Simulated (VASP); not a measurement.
# Cu (I4/mmm) in VASP: further runs

Cu is run at these levels: PBEsol; tasks: single point.

Everything below comes from runs of VASP 6.6.1. Logs are shortened: lines on timing, memory, paths and dates and some standing lists are left out, and cuts for length are marked.

### Step 1. The cell of the first run

The typed cell holds 1 atom: a = 2.439 Å, b = 2.439 Å, c = 2.439 Å, α = 109.54°, β = 109.54°, γ = 109.33°.

### Step 2. Single point, PBEsol (strain -0.025 along x and y, +0.025 along z)

File INCAR:

```
SYSTEM = Cu
PREC = Accurate
ENCUT = 520
EDIFF = 1E-6
ISMEAR = 0
SIGMA = 0.15
LREAL = .False.
LASPH = .True.
NELM = 60
ALGO = Normal
ISIF = 2
LWAVE = .False.
LCHARG = .False.
GGA = PS
NBANDS = 12
```

File KPOINTS:

```
regular mesh
0
Gamma
  24 24 24
  0 0 0
```

File POSCAR:

```
Cu
1.0
   -1.4067234870      1.4067234870      1.4104834862
    1.4067234870     -1.4067234870      1.4104834862
    1.4067234870      1.4067234870     -1.4104834862
Cu
1
Direct
    0.0000000000      0.0000000000      0.0000000000
```

Potentials or basis: VASP PAW PBE potentials, release 64 (Cu).

Run with:

```bash
> cat potpaw_PBE.64/Cu/POTCAR > POTCAR
> mpirun -np 1 vasp_std > vasp.out
```

OUTCAR:

```text
SYSTEM = Cu
   PREC = Accurate
   ENCUT = 520
   EDIFF = 1E-6
   ISMEAR = 0
   LREAL = .False.
   LASPH = .True.
   NELM = 60
   ISIF = 2
   GGA = PS

 ion  position               nearest neighbor table
   1  0.000  0.000  0.000-

  LATTYP: Found a body centered tetragonal cell.
 ALAT       =     2.8134469740
 C/A-ratio  =     1.0026728772

  Lattice vectors:

 A1 = (  -1.4067234870,   1.4067234870,   1.4104834862)
 A2 = (   1.4067234870,  -1.4067234870,   1.4104834862)
 A3 = (   1.4067234870,   1.4067234870,  -1.4104834862)

Analysis of symmetry for initial positions (statically):
=====================================================================
 Subroutine PRICEL returns:
 Original cell was already a primitive cell.

 Routine SETGRP: Setting up the symmetry group for a
 body centered tetragonal supercell.

 Subroutine GETGRP returns: Found 16 space group operations
 (whereof 16 operations were pure point group operations)
 out of a pool of 16 trial point group operations.

The static configuration has the point symmetry D_4h.

Analysis of symmetry for dynamics (positions and initial velocities):
=====================================================================
 Subroutine PRICEL returns:
 Original cell was already a primitive cell.

 Routine SETGRP: Setting up the symmetry group for a
 body centered tetragonal supercell.

 Subroutine GETGRP returns: Found 16 space group operations
 (whereof 16 operations were pure point group operations)
 out of a pool of 16 trial point group operations.

The dynamic configuration has the point symmetry D_4h.

 Subroutine INISYM returns: Found 16 space group operations
 (whereof 16 operations are pure point group operations),
 and found     1 'primitive' translations

----------------------------------------------------------------------------------------

                                     Primitive cell

  volume of cell :      11.1647

  direct lattice vectors                    reciprocal lattice vectors
    -1.406723487  1.406723487  1.410483486     0.000000000  0.355435880  0.354488376
     1.406723487 -1.406723487  1.410483486     0.355435880  0.000000000  0.354488376
     1.406723487  1.406723487 -1.410483486     0.355435880  0.355435880  0.000000000

  length of vectors
     2.438689321  2.438689321  2.438689321     0.501992702  0.501992702  0.502662242

  position of ions in fractional coordinates (direct lattice)
[... 78 lines left out ...]
   LREAL  =      F    real-space projection
   EDIFFG = 0.1E-04   stopping-criterion for IOM
   NSW    =      0    number of steps for IOM
   IBRION =     -1    ionic relax: 0-MD 1-quasi-New 2-CG
   NFREE  =      0    steps in history (QN), initial steepest desc. (CG)
   ISIF   =      2    stress and relaxation
   ISYM   =      2    0-nonsym 1-usesym 2-fastsym
   POTIM  = 0.5000    time-step for ionic-motion
   TEBEG  =    0.0;   TEEND  =   0.0 temperature during run
   PSTRESS=    0.0 pullay stress
   NELECT =      11.0000    total number of electrons
   NUPDOWN=      -1.0000    fix difference up-down
   EMIN   =  10.00;   EMAX   =-10.00  energy-range for DOS
   EFERMI =   0.00;   METHOD = LEGACY
   ISMEAR =     0;   SIGMA  =   0.15  broadening in eV -4-tet -1-fermi 0-gaus
   EFERMI_NEDOS =   21; number of points for ismear=-14 and -15
   IALGO  =     38    algorithm
   IMIX   =      4    mixing-type and parameters
     AMIX     =   0.40;   BMIX     =  1.00
     AMIX_MAG =   1.60;   BMIX_MAG =  1.00
  volume/ion in A,a.u.               =      11.16        75.34
  Fermi-wavevector in a.u.,A,eV,Ry     =   1.629011  3.078384 36.105446  2.653675
  Thomas-Fermi vector in A             =   2.721547
   LORBIT       =      0    0 simple, 1 ext, 2 COOP (PROOUT), +10 PAW based schemes
   GGA     = PS    functional components
   LHFCALC =     F    Hartree Fock is set to
   AEXX    =    0.0000 exact exchange contribution
   IVDW    =     0    specifies the selected vdW correction
   LEPSILON=     F    determine dielectric tensor
   LRPA    =     F    only Hartree local field effects (RPA)
 non-spin polarized calculation
 Gauss-broadening in eV      SIGMA  =   0.15
  energy-cutoff  :      520.00
  volume of cell :       11.16
 maximum number of plane-waves:       321
   NGX =  9   NGY =  9   NGZ =  9

 number of electron      11.0000010 magnetization

 Free energy of the ion-electron system (eV)
  ---------------------------------------------------
  ext. energy  EPLUGINS =         0.00000000
  ---------------------------------------------------
  free energy    TOTEN  =        -4.26878099 eV

  energy without entropy =       -4.26449559  energy(sigma->0) =       -4.26663829

 E-fermi :   8.1154     XC(G=0): -13.2411

 val. band max:        8.1150813056   @ k =   0.3333   0.1250   0.0417
 cond. band min:       8.1175076068   @ k =   0.5000   0.1250   0.0417
 fundamental gap:      0.0024263012
 Fermi energy:         8.1154003227

 k-point     1 :       0.0000    0.0000    0.0000
  band No.  band energies     occupation
      1      -1.7053      2.00000
      2       4.8217      2.00000
      3       4.8217      2.00000
      4       4.8328      2.00000
      5       5.9294      2.00000
      6       5.9411      2.00000
      7      33.6662      0.00000
      8      33.7265      0.00000
      9      33.7265      0.00000
     10      37.8111      0.00000
     11      37.8845      0.00000
     12      37.8864      0.00000
[... 331 lines left out ...]
 k-point    24 :       0.4583    0.0417    0.0000
  band No.  band energies     occupation
      1       2.7645      2.00000
      2       4.0595      2.00000
      3       5.8791      2.00000
      4       5.9779      2.00000
      5       6.5270      2.00000
      6       7.5631      2.00000
      7      12.8953      0.00000
      8      25.4400      0.00000
      9      26.2285      0.00000
     10      30.6694      0.00000
     11      33.8167      0.00000
     12      42.3685      0.00000

 [... further k-points ...]
[... 5 lines left out ...]
  --------------------------------------------------------------------------------------
  -------------------------------------------------------------------------------------
  Total        0.2541536      0.2541536      0.2549824      0.0000000      0.0000000      0.0000000
  in kB       36.4721498     36.4721498     36.5910811      0.0000000      0.0000000      0.0000000
  external PRESSURE =      36.5117936 kB  Pullay stress =       0.0000000 kB

 VOLUME and BASIS-vectors are now :
 -----------------------------------------------------------------------------
  energy-cutoff  :      520.00
  volume of cell :       11.16
      direct lattice vectors                 reciprocal lattice vectors
    -1.406723487  1.406723487  1.410483486     0.000000000  0.355435880  0.354488376
     1.406723487 -1.406723487  1.410483486     0.355435880  0.000000000  0.354488376
     1.406723487  1.406723487 -1.410483486     0.355435880  0.355435880  0.000000000

 POSITION                                       TOTAL-FORCE (eV/Angst)
 -----------------------------------------------------------------------------------
      0.00000      0.00000      0.00000         0.000000      0.000000      0.000000
 -----------------------------------------------------------------------------------
    total drift:                                0.000000      0.000000      0.000000

  FREE ENERGIE OF THE ION-ELECTRON SYSTEM (eV)
  ---------------------------------------------------
  free  energy   TOTEN  =        -4.2687809858 eV

  energy  without entropy=       -4.2644955879  energy(sigma->0) =       -4.26663829
```

OSZICAR:

```text
N       E                     dE             d eps       ncg     rms          rms(c)
DAV:   1     0.410374774428E+02    0.41037E+02   -0.54261E+03 28744   0.156E+03
DAV:   2    -0.409625160820E+01   -0.45134E+02   -0.41708E+02 26252   0.205E+02
DAV:   3    -0.535510847283E+01   -0.12589E+01   -0.12493E+01 29396   0.389E+01
DAV:   4    -0.536242524355E+01   -0.73168E-02   -0.73158E-02 28588   0.264E+00
DAV:   5    -0.536249027094E+01   -0.65027E-04   -0.65027E-04 29740   0.252E-01    0.831E+00
DAV:   6    -0.466119091514E+01    0.70130E+00   -0.15766E+01 29684   0.770E+01    0.392E+00
DAV:   7    -0.428544552482E+01    0.37575E+00   -0.23618E+00 29968   0.295E+01    0.675E-01
DAV:   8    -0.426971138982E+01    0.15734E-01   -0.75163E-03 33464   0.857E-01    0.220E-01
DAV:   9    -0.426877105362E+01    0.94034E-03   -0.45388E-03 32984   0.114E+00    0.203E-02
DAV:  10    -0.426878064858E+01   -0.95950E-05   -0.27457E-05 33988   0.799E-02    0.632E-03
DAV:  11    -0.426878098575E+01   -0.33718E-06   -0.71726E-07 19672   0.178E-02
   1 F= -.42687810E+01 E0= -.42666383E+01  d E =-.428540E-02
```

Run time: 88 s. Hardware: 1 thread of Intel Xeon Platinum 8259CL at 2.50GHz (Skylake/Cascade Lake), shared host; peak memory 0.24 GiB.

Results:

```
Free energy : -4.2688 eV
Pressure    : 3.7 GPa
```

Levels at points of the mesh, in eV from the Fermi level:
```tsv
k point	band 4	band 5	band 6	band 7	band 8	band 9
(0.00, 0.00, 0.00)	-3.28	-2.19	-2.17	25.55	25.61	25.61
(0.50, 0.00, 0.00)	-2.06	-1.39	-0.78	4.63	17.96	18.23
(0.50, 0.50, 0.00)	-2.06	-1.38	-0.76	4.66	17.89	18.15
(0.50, 0.50, 0.50)	-1.57	-1.57	8.34	8.44	8.44	13.99
```

Caveat: the cell differs from its parent crystal (strain -0.025 along x and y, +0.025 along z); the PAW data sets were made with another functional, which shifts forces and pressure a little.

(Continued in part 2 of 2.)
